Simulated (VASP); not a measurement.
# Ir (P6_3/mmc) in VASP: notebook

The runs below take Ir through single point, with LDA.

Program: VASP 6.6.1. These are calculated values, not measurements. Logs are shortened: lines on timing, memory, paths and dates and some standing lists are left out, and cuts for length are marked.

### 1 The cell of the first run

Symmetry: P6_3/mmc, No. 194, hexagonal system. Conventional cell: a = 2.786 Å, b = 2.786 Å, c = 4.269 Å, α = 90.00°, β = 90.00°, γ = 120.00°. Within 3.5 Å of Ir (site symmetry -6m2) lie 12 Ir at 2.67 to 2.79 Å.

### 2 Single point, LDA

File INCAR:

```
ALGO = Normal
EDIFF = 1E-6
ENCUT = 500
GGA = CA
GGA_COMPAT = False
ISIF = 2
ISMEAR = 0
LASPH = True
LCHARG = False
LREAL = False
LWAVE = False
NBANDS = 16
NELM = 120
PREC = Accurate
SIGMA = 0.15
```

File KPOINTS:

```
k-points
0
Gamma
  18 18 10
```

File POSCAR:

```
Ir
1.0
    2.7864000000      0.0000000000      0.0000000000
   -1.3932000000      2.4130931851      0.0000000000
    0.0000000000      0.0000000000      4.2693000000
Ir
2
Direct
    0.6666666667      0.3333333333      0.7500000000
    0.3333333333      0.6666666667      0.2500000000
```

Potentials or basis: VASP PAW LDA potentials, release 64 (Ir).

Launch:

```bash
$ cat potpaw_LDA.64/Ir/POTCAR > POTCAR
$ mpirun -np 1 vasp_std > vasp.out
```

OUTCAR:

```text
EDIFF = 1E-6
   ENCUT = 500
   GGA = CA
   ISIF = 2
   ISMEAR = 0
   LASPH = True
   LREAL = False
   NELM = 120
   PREC = Accurate

 ion  position               nearest neighbor table
   1  0.667  0.333  0.750-   2 2.67   2 2.67   2 2.67   2 2.67   2 2.67   2 2.67
   2  0.333  0.667  0.250-   1 2.67   1 2.67   1 2.67   1 2.67   1 2.67   1 2.67

  LATTYP: Found a hexagonal cell.
 ALAT       =     2.7864000000
 C/A-ratio  =     1.5321920758

  Lattice vectors:

 A1 = (   2.7864000000,   0.0000000000,   0.0000000000)
 A2 = (  -1.3932000000,   2.4130931851,   0.0000000000)
 A3 = (   0.0000000000,   0.0000000000,   4.2693000000)

Analysis of symmetry for initial positions (statically):
=====================================================================
 Subroutine PRICEL returns:
 Original cell was already a primitive cell.

 Routine SETGRP: Setting up the symmetry group for a
 hexagonal supercell.

 Subroutine GETGRP returns: Found 24 space group operations
 (whereof 12 operations were pure point group operations)
 out of a pool of 24 trial point group operations.

The static configuration has the point symmetry D_3d.
 The point group associated with its full space group is D_6h.

Analysis of symmetry for dynamics (positions and initial velocities):
=====================================================================
 Subroutine PRICEL returns:
 Original cell was already a primitive cell.

 Routine SETGRP: Setting up the symmetry group for a
 hexagonal supercell.

 Subroutine GETGRP returns: Found 24 space group operations
 (whereof 12 operations were pure point group operations)
 out of a pool of 24 trial point group operations.

The dynamic configuration has the point symmetry D_3d.
 The point group associated with its full space group is D_6h.

 Subroutine INISYM returns: Found 24 space group operations
 (whereof 12 operations are pure point group operations),
 and found     1 'primitive' translations

----------------------------------------------------------------------------------------

                                     Primitive cell

  volume of cell :      28.7061

  direct lattice vectors                    reciprocal lattice vectors
     2.786400000  0.000000000  0.000000000     0.358886018  0.207202939  0.000000000
    -1.393200000  2.413093185  0.000000000     0.000000000  0.414405878  0.000000000
     0.000000000  0.000000000  4.269300000     0.000000000  0.000000000  0.234230436

  length of vectors
     2.786400000  2.786400000  4.269300000     0.414405878  0.414405878  0.234230436

  position of ions in fractional coordinates (direct lattice)
     0.666666667  0.333333333  0.750000000
     0.333333333  0.666666667  0.250000000

  ion indices of the primitive-cell ions
   primitive index   ion index
                 1           1
                 2           2

----------------------------------------------------------------------------------------

 KPOINTS: k-points

Automatic generation of k-mesh.
 Grid dimensions read from file:
 generate k-points for:   18   18   10

 Generating k-lattice:

  Cartesian coordinates                     Fractional coordinates (reciprocal lattice)
     0.019938112  0.011511274  0.000000000     0.055555556  0.000000000  0.000000000
     0.000000000  0.023022549  0.000000000     0.000000000  0.055555556  0.000000000
     0.000000000  0.000000000  0.023423044     0.000000000  0.000000000  0.100000000

  Length of vectors
     0.023022549  0.023022549  0.023423044

  Shift w.r.t. Gamma in fractional coordinates (k-lattice)
     0.000000000  0.000000000  0.000000000

 Subroutine IBZKPT returns following result:
 ===========================================

 Found    222 irreducible k-points:

 Following reciprocal coordinates:
            Coordinates               Weight
  0.000000  0.000000  0.000000      1.000000
  0.055556 -0.000000  0.000000      6.000000
  0.111111 -0.000000  0.000000      6.000000
  0.166667 -0.000000  0.000000      6.000000
  0.222222  0.000000  0.000000      6.000000
  0.277778 -0.000000  0.000000      6.000000
[... 16 lines left out ...]
  0.333333  0.111111  0.000000     12.000000
  0.388889  0.111111  0.000000     12.000000
 [... further k-points ...]
   k-points           NKPTS =    222   k-points in BZ     NKDIM =    222   number of bands    NBANDS=     16
   number of dos      NEDOS =    301   number of ions     NIONS =      2
   total plane-waves  NPLWV =  12800
   dimension x,y,z NGX =    20 NGY =   20 NGZ =   32
   dimension x,y,z NGXF=    40 NGYF=   40 NGZF=   64
   ions per type =               2
   NGX,Y,Z   is equivalent  to a cutoff of  11.93, 11.93, 12.46 a.u.
   NGXF,Y,Z  is equivalent  to a cutoff of  23.87, 23.87, 24.92 a.u.
 SYSTEM =  unknown system
   PREC   = accura    normal or accurate (medium, high low for compatibility)
   ISTART =      0    job   : 0-new  1-cont  2-samecut
   ICHARG =      2    charge: 1-file 2-atom 10-const
   ISPIN  =      1    spin polarized calculation?
   LNONCOLLINEAR =      F non collinear calculations
   LSORBIT =      F    spin-orbit coupling
   LASPH  =      T    aspherical Exc in radial PAW
   ENCUT  =  500.0 eV  36.75 Ry    6.06 a.u.   5.08  5.08  7.78*2*pi/ulx,y,z
   NELM   =    120;   NELMIN=  2; NELMDL= -5     # of ELM steps
   EDIFF  = 0.1E-05   stopping-criterion for ELM
   LREAL  =      F    real-space projection
   EDIFFG = 0.1E-04   stopping-criterion for IOM
   NSW    =      0    number of steps for IOM
   IBRION =     -1    ionic relax: 0-MD 1-quasi-New 2-CG
   NFREE  =      0    steps in history (QN), initial steepest desc. (CG)
   ISIF   =      2    stress and relaxation
   ISYM   =      2    0-nonsym 1-usesym 2-fastsym
   POTIM  = 0.5000    time-step for ionic-motion
   TEBEG  =    0.0;   TEEND  =   0.0 temperature during run
   PSTRESS=    0.0 pullay stress
   NELECT =      18.0000    total number of electrons
   NUPDOWN=      -1.0000    fix difference up-down
   EMIN   =  10.00;   EMAX   =-10.00  energy-range for DOS
   EFERMI =   0.00;   METHOD = LEGACY
   ISMEAR =     0;   SIGMA  =   0.15  broadening in eV -4-tet -1-fermi 0-gaus
   EFERMI_NEDOS =   21; number of points for ismear=-14 and -15
   IALGO  =     38    algorithm
   IMIX   =      4    mixing-type and parameters
     AMIX     =   0.40;   BMIX     =  1.00
     AMIX_MAG =   1.60;   BMIX_MAG =  1.00
  volume/ion in A,a.u.               =      14.35        96.86
  Fermi-wavevector in a.u.,A,eV,Ry     =   1.401224  2.647930 26.714072  1.963429
  Thomas-Fermi vector in A             =   2.524107
   LORBIT       =      0    0 simple, 1 ext, 2 COOP (PROOUT), +10 PAW based schemes
   GGA     = CA    functional components
   LHFCALC =     F    Hartree Fock is set to
   AEXX    =    0.0000 exact exchange contribution
   IVDW    =     0    specifies the selected vdW correction
   LEPSILON=     F    determine dielectric tensor
   LRPA    =     F    only Hartree local field effects (RPA)
 non-spin polarized calculation
 Gauss-broadening in eV      SIGMA  =   0.15
  energy-cutoff  :      500.00
  volume of cell :       28.71
 maximum number of plane-waves:       744
   NGX = 11   NGY = 11   NGZ = 15

 number of electron      18.0000001 magnetization

 Free energy of the ion-electron system (eV)
  ---------------------------------------------------
  ext. energy  EPLUGINS =         0.00000000
  ---------------------------------------------------
  free energy    TOTEN  =       -20.42012002 eV

  energy without entropy =      -20.38782267  energy(sigma->0) =      -20.40397134

 E-fermi :  10.2309     XC(G=0): -14.0509

 val. band max:       10.2265770356   @ k =   0.3889   0.0556   0.1000
 cond. band min:      10.2312637968   @ k =   0.3333   0.1111   0.0000
 fundamental gap:      0.0046867612
 Fermi energy:        10.2308993078

 k-point     1 :       0.0000    0.0000    0.0000
  band No.  band energies     occupation
      1      -0.8936      2.00000
      2       2.2163      2.00000
      3       6.3470      2.00000
      4       6.3470      2.00000
      5       6.8496      2.00000
      6       7.1323      2.00000
[... 8 lines left out ...]
     15      27.4121      0.00000
     16      27.9367      0.00000

 k-point     2 :       0.0556   -0.0000    0.0000
  band No.  band energies     occupation
      1      -0.7794      2.00000
      2       2.3109      2.00000
      3       6.1382      2.00000
      4       6.4412      2.00000
      5       7.0296      2.00000
      6       7.0816      2.00000
[... 8 lines left out ...]
     15      27.5379      0.00000
     16      28.0919      0.00000

 k-point     3 :       0.1111   -0.0000    0.0000
  band No.  band energies     occupation
      1      -0.4452      2.00000
      2       2.5755      2.00000
      3       5.7722      2.00000
      4       6.7196      2.00000
      5       6.8711      2.00000
      6       6.9158      2.00000
[... 8 lines left out ...]
     15      27.8583      0.00000
     16      28.1722      0.00000

 k-point     4 :       0.1667   -0.0000    0.0000
  band No.  band energies     occupation
      1       0.0819      2.00000
      2       2.9403      2.00000
      3       5.4180      2.00000
      4       6.1977      2.00000
      5       6.7247      2.00000
      6       6.8099      2.00000
[... 8 lines left out ...]
     15      27.4549      0.00000
     16      27.6444      0.00000
[... 324 lines left out ...]
 k-point    22 :       0.2778    0.1111    0.0000
  band No.  band energies     occupation
      1       2.4065      2.00000
      2       3.4649      2.00000
      3       4.1019      2.00000
      4       5.1517      2.00000
      5       5.8717      2.00000
      6       6.9108      2.00000
[... 8 lines left out ...]
     15      21.6899      0.00000
     16      25.3630      0.00000

 k-point    23 :       0.3333    0.1111    0.0000
  band No.  band energies     occupation
      1       2.8436      2.00000
      2       3.2669      2.00000
      3       3.7173      2.00000
      4       5.5783      2.00000
      5       5.7573      2.00000
      6       7.0114      2.00000
[... 8 lines left out ...]
     15      20.4947      0.00000
     16      24.8597      0.00000

 k-point    24 :       0.3889    0.1111    0.0000
  band No.  band energies     occupation
      1       3.0455      2.00000
      2       3.1318      2.00000
      3       3.4815      2.00000
      4       5.6921      2.00000
      5       6.0005      2.00000
      6       6.8975      2.00000
[... 8 lines left out ...]
     15      21.2375      0.00000
     16      23.3974      0.00000

 [... further k-points ...]
[... 5 lines left out ...]
  --------------------------------------------------------------------------------------
  -------------------------------------------------------------------------------------
  Total       -2.5690194     -2.5690194      0.9179283     -0.0000000      0.0000000      0.0000000
  in kB     -143.3850068   -143.3850068     51.2324485     -0.0000000      0.0000000      0.0000000
  external PRESSURE =     -78.5125217 kB  Pullay stress =       0.0000000 kB

 VOLUME and BASIS-vectors are now :
 -----------------------------------------------------------------------------
  energy-cutoff  :      500.00
  volume of cell :       28.71
      direct lattice vectors                 reciprocal lattice vectors
     2.786400000  0.000000000  0.000000000     0.358886018  0.207202939  0.000000000
    -1.393200000  2.413093185  0.000000000     0.000000000  0.414405878  0.000000000
     0.000000000  0.000000000  4.269300000     0.000000000  0.000000000  0.234230436

 POSITION                                       TOTAL-FORCE (eV/Angst)
 -----------------------------------------------------------------------------------
      1.39320      0.80436      3.20198        -0.000000      0.000000      0.000000
     -0.00000      1.60873      1.06733         0.000000     -0.000000      0.000000
 -----------------------------------------------------------------------------------
    total drift:                               -0.000000      0.000000     -0.000000

  FREE ENERGIE OF THE ION-ELECTRON SYSTEM (eV)
  ---------------------------------------------------
  free  energy   TOTEN  =       -20.4201200153 eV

  energy  without entropy=      -20.3878226731  energy(sigma->0) =      -20.40397134
```

It took 52 s on 1 thread of Intel Xeon 6975P-C, shared host; peak memory 0.19 GiB.

Results:

```yaml
Free_energy: -20.4201 eV
Pressure: -7.9 GPa
Band_gap_on_the_k_mesh: zero (band 9 reaches 11.05 eV, above the bottom of band 10 at 7.88 eV)
```

Caveat: spin-orbit coupling is left out, which moves the levels of the heavy elements.

(Part 1 of 2 ends here.)
